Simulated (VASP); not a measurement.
# PdPt2S6 (P-31m) in VASP: relaxation of cell and atoms with PBE

Aim: the relaxation of cell and atoms of PdPt2S6 with PBE.

Everything below comes from runs of VASP 6.6.1. Logs are shortened: lines on timing, memory, paths and dates and some standing lists are left out, and cuts for length are marked.

## 1. The cell of the first run

Symmetry: P-31m, No. 162, trigonal system. The conventional cell has a = 6.185 Å, b = 6.185 Å, c = 6.317 Å, α = 90.00°, β = 90.00°, γ = 120.00°. Pd (site symmetry -3m) has 6 S at 2.40 Å within 3.2 Å. Within 3.2 Å of Pt (site symmetry 32) lie 6 S at 2.40 Å. S (site symmetry m) has 2 Pt at 2.40 Å and 1 Pd at 2.40 Å and 3 S at 3.21 Å within 3.3 Å.

## 2. Relaxation of cell and atoms, PBE

File INCAR:

```
SYSTEM = PdPt2S6
PREC = Accurate
ENCUT = 600
EDIFF = 1E-7
ISMEAR = 0
SIGMA = 0.02
LREAL = .FALSE.
LASPH = .TRUE.
NELM = 80
ALGO = Normal
ISIF = 3
LWAVE = .FALSE.
LCHARG = .FALSE.
GGA = PE
IBRION = 2
NSW = 100
EDIFFG = -0.01
```

File KPOINTS:

```
regular mesh
0
G
  6 6 4
  0 0 0
```

File POSCAR:

```
PdPt2S6
1.0
    6.1846192000      0.0000000000      0.0000000000
   -3.0923096000      5.3560373000      0.0000000000
    0.0000000000      0.0000000000      6.3169112000
Pd Pt S
1 2 6
Direct
    0.0000000000      0.0000000000      0.0000000000
    0.6666667000      0.3333333000      0.0000000000
    0.3333333000      0.6666667000      0.0000000000
    0.0000000000      0.3337650000      0.1949000000
    0.6662350000      0.6662350000      0.1949000000
    0.3337650000      0.0000000000      0.1949000000
    0.3337650000      0.3337650000      0.8051000000
    0.0000000000      0.6662350000      0.8051000000
    0.6662350000      0.0000000000      0.8051000000
```

Potentials or basis: VASP PAW PBE potentials, release 64 (Pd, Pt, S).

Command:

```
cat potpaw_PBE.64/Pd/POTCAR potpaw_PBE.64/Pt/POTCAR potpaw_PBE.64/S/POTCAR > POTCAR
mpirun -np 1 vasp_std > vasp.out
```

OUTCAR:

```text
SYSTEM = PdPt2S6
   PREC = Accurate
   ENCUT = 600
   EDIFF = 1E-7
   ISMEAR = 0
   LREAL = .FALSE.
   LASPH = .TRUE.
   NELM = 80
   ISIF = 3
   GGA = PE
   IBRION = 2
   NSW = 100
   EDIFFG = -0.01

 ion  position               nearest neighbor table
   1  0.000  0.000  0.000-   4 2.40   5 2.40   7 2.40   8 2.40   6 2.40   9 2.40
   2  0.667  0.333  0.000-   9 2.40   4 2.40   6 2.40   8 2.40   5 2.40   7 2.40
   3  0.333  0.667  0.000-   6 2.40   8 2.40   9 2.40   4 2.40   7 2.40   5 2.40
   4  0.000  0.334  0.195-   2 2.40   3 2.40   1 2.40
   5  0.666  0.666  0.195-   2 2.40   3 2.40   1 2.40
   6  0.334  0.000  0.195-   3 2.40   2 2.40   1 2.40
   7  0.334  0.334  0.805-   3 2.40   2 2.40   1 2.40
   8  0.000  0.666  0.805-   3 2.40   2 2.40   1 2.40
   9  0.666  0.000  0.805-   2 2.40   3 2.40   1 2.40

  LATTYP: Found a hexagonal cell.
 ALAT       =     6.1846192000
 C/A-ratio  =     1.0213904843

  Lattice vectors:

 A1 = (   6.1846192000,   0.0000000000,   0.0000000000)
 A2 = (  -3.0923096000,   5.3560373000,   0.0000000000)
 A3 = (   0.0000000000,   0.0000000000,   6.3169112000)

Analysis of symmetry for initial positions (statically):
=====================================================================
 Subroutine PRICEL returns:
 Original cell was already a primitive cell.

 Routine SETGRP: Setting up the symmetry group for a
 hexagonal supercell.

 Subroutine GETGRP returns: Found 12 space group operations
 (whereof 12 operations were pure point group operations)
 out of a pool of 24 trial point group operations.

The static configuration has the point symmetry D_3d.

Analysis of symmetry for dynamics (positions and initial velocities):
=====================================================================
 Subroutine PRICEL returns:
 Original cell was already a primitive cell.

 Routine SETGRP: Setting up the symmetry group for a
 hexagonal supercell.

 Subroutine GETGRP returns: Found 12 space group operations
 (whereof 12 operations were pure point group operations)
 out of a pool of 24 trial point group operations.

The dynamic configuration has the point symmetry D_3d.

 Subroutine INISYM returns: Found 12 space group operations
 (whereof 12 operations are pure point group operations),
 and found     1 'primitive' translations

----------------------------------------------------------------------------------------

                                     Primitive cell

  volume of cell :     209.2480

  direct lattice vectors                    reciprocal lattice vectors
[... 91 lines left out ...]
   PREC   = accura    normal or accurate (medium, high low for compatibility)
   ISTART =      0    job   : 0-new  1-cont  2-samecut
   ICHARG =      2    charge: 1-file 2-atom 10-const
   ISPIN  =      1    spin polarized calculation?
   LNONCOLLINEAR =      F non collinear calculations
   LSORBIT =      F    spin-orbit coupling
   LASPH  =      T    aspherical Exc in radial PAW
   ENCUT  =  600.0 eV  44.10 Ry    6.64 a.u.  12.35 12.35 12.62*2*pi/ulx,y,z
   NELM   =     80;   NELMIN=  2; NELMDL= -5     # of ELM steps
   EDIFF  = 0.1E-06   stopping-criterion for ELM
   LREAL  =      F    real-space projection
   EDIFFG = -.1E-01   stopping-criterion for IOM
   NSW    =    100    number of steps for IOM
   IBRION =      2    ionic relax: 0-MD 1-quasi-New 2-CG
   NFREE  =      1    steps in history (QN), initial steepest desc. (CG)
   ISIF   =      3    stress and relaxation
   ISYM   =      2    0-nonsym 1-usesym 2-fastsym
   POTIM  = 0.5000    time-step for ionic-motion
   TEBEG  =    0.0;   TEEND  =   0.0 temperature during run
   PSTRESS=    0.0 pullay stress
   NELECT =      66.0000    total number of electrons
   NUPDOWN=      -1.0000    fix difference up-down
   EMIN   =  10.00;   EMAX   =-10.00  energy-range for DOS
   EFERMI =   0.00;   METHOD = LEGACY
   ISMEAR =     0;   SIGMA  =   0.02  broadening in eV -4-tet -1-fermi 0-gaus
   EFERMI_NEDOS =   21; number of points for ismear=-14 and -15
   IALGO  =     38    algorithm
   IMIX   =      4    mixing-type and parameters
     AMIX     =   0.40;   BMIX     =  1.00
     AMIX_MAG =   1.60;   BMIX_MAG =  1.00
  volume/ion in A,a.u.               =      23.25       156.90
  Fermi-wavevector in a.u.,A,eV,Ry     =   1.114386  2.105884 16.896483  1.241856
  Thomas-Fermi vector in A             =   2.250981
   LORBIT       =      0    0 simple, 1 ext, 2 COOP (PROOUT), +10 PAW based schemes
   GGA     = PE    functional components
   LHFCALC =     F    Hartree Fock is set to
   AEXX    =    0.0000 exact exchange contribution
   IVDW    =     0    specifies the selected vdW correction
   LEPSILON=     F    determine dielectric tensor
   LRPA    =     F    only Hartree local field effects (RPA)
 conjugate gradient relaxation of ions
 non-spin polarized calculation
 Gauss-broadening in eV      SIGMA  =   0.02
  energy-cutoff  :      600.00
  volume of cell :      209.25
 maximum number of plane-waves:      7010
 NGX is ok and might be reduce to    50
   NGX = 25   NGY = 25   NGZ = 25

--------------------------------------- Ionic step        1  -------------------------------------------

 number of electron      66.0000004 magnetization

 Free energy of the ion-electron system (eV)
  ---------------------------------------------------
  ext. energy  EPLUGINS =         0.00000000
  ---------------------------------------------------
  free energy    TOTEN  =       -44.92601562 eV

  energy without entropy =      -44.92601562  energy(sigma->0) =      -44.92601562

------------------------ aborting loop because EDIFF is reached ----------------------------------------

  FORCE on cell =-STRESS in cart. coord.  units (eV):
  Direction    XX          YY          ZZ          XY          YZ          ZX
  --------------------------------------------------------------------------------------
  -------------------------------------------------------------------------------------
  Total       -0.4453696     -0.4453696     -0.2283066      0.0000000      0.0000000      0.0000000
  in kB       -3.4101215     -3.4101215     -1.7481061      0.0000000      0.0000000      0.0000000
  external PRESSURE =      -2.8561164 kB  Pullay stress =       0.0000000 kB
[... 73 lines left out ...]
--------------------------------------- Ionic step        3  -------------------------------------------

 number of electron      66.0000005 magnetization

 Free energy of the ion-electron system (eV)
  ---------------------------------------------------
  ext. energy  EPLUGINS =         0.00000000
  ---------------------------------------------------
  free energy    TOTEN  =       -44.92658429 eV

  energy without entropy =      -44.92658429  energy(sigma->0) =      -44.92658429

 E-fermi :   3.5178     XC(G=0):  -9.0652

 val. band max:        3.4024277591   @ k =   0.5000   0.0000   0.0000
 cond. band min:       4.5726976779   @ k =  -0.1667   0.5000   0.2500
 fundamental gap:      1.1702699188
 Fermi energy:         3.5178461160

 k-point     1 :       0.0000    0.0000    0.0000
  band No.  band energies     occupation
      1     -10.6505      2.00000
      2      -8.8538      2.00000
      3      -8.8538      2.00000
      4      -8.7952      2.00000
      5      -8.7952      2.00000
      6      -8.4995      2.00000
[... 1033 lines left out ...]
  FREE ENERGIE OF THE ION-ELECTRON SYSTEM (eV)
  ---------------------------------------------------
  free  energy   TOTEN  =       -44.9265842855 eV

  energy  without entropy=      -44.9265842855  energy(sigma->0) =      -44.92658429

 reached required accuracy - stopping structural energy minimisation
```

Wall time 5.6 min (1 thread of AMD EPYC 9R45 (Zen 5), shared host); peak memory 0.48 GiB.

What came out:

* Free energy: -44.9266 eV
* Relaxed volume: 23.19 Å³/atom
* Relaxed cell: a = 6.179 Å, b = 6.179 Å, c = 6.314 Å, α = 90.00°, β = 90.00°, γ = 120.00°
* Space group after relaxing (to 0.1 Å): P-31m (No. 162)
* Energy gained by relaxing: 0.1 meV/atom
* Ionic steps: 3
* Pressure after relaxing: 0.0 GPa
* Largest force after relaxing: 0.004 eV/Å
* Band gap on the k mesh: 1.17 eV (least direct gap 1.32 eV)

Forces on the atoms (eV/Å):
```
Pd   0.000  0.000  0.000
Pt   0.000  0.000  0.000
Pt   0.000  0.000  0.000
S   -0.001  0.002  0.003
S   -0.001 -0.002  0.003
S    0.002  0.000  0.003
S    0.001  0.002 -0.003
S    0.001 -0.002 -0.003
S   -0.002  0.000 -0.003
```

Step by step:
```csv
step,energy change (eV),largest force (eV/Å),pressure (GPa),volume (Å³)
1,0.0000,0.0355,-0.29,209.25
2,0.0007,0.0596,0.45,208.00
3,-0.0006,0.0041,0.01,208.74
```

Final structure:
```
CELL_PARAMETERS angstrom
6.17861 0.00000 0.00000
-3.08930 5.35083 0.00000
0.00000 0.00000 6.31376
ATOMIC_POSITIONS crystal
Pd 0.00000 0.00000 0.00000
Pt 0.66667 0.33333 0.00000
Pt 0.33333 0.66667 0.00000
S 0.00000 0.33379 0.19479
S 0.66621 0.66621 0.19479
S 0.33379 0.00000 0.19479
S 0.33379 0.33379 0.80521
S 0.00000 0.66621 0.80521
S 0.66621 0.00000 0.80521
```

Levels at points of the mesh, in eV from the valence-band top:
```csv
k point,band 31,band 32,band 33,band 34,band 35,band 36
"(0.00, 0.00, 0.00)",-0.41,-0.41,-0.39,1.30,1.30,1.81
"(0.50, 0.00, 0.00)",-0.79,-0.18,0.00,1.35,1.60,1.86
"(0.00, 0.00, 0.50)",-0.83,-0.43,-0.43,1.59,1.59,2.13
"(0.50, 0.00, 0.50)",-0.55,-0.49,-0.32,1.31,1.51,1.83
```

Caveat: spin-orbit coupling is left out, which moves the levels of the heavy elements; this functional lacks dispersion, which binds the layers, so the pressure and a relaxed spacing across them are unreliable.
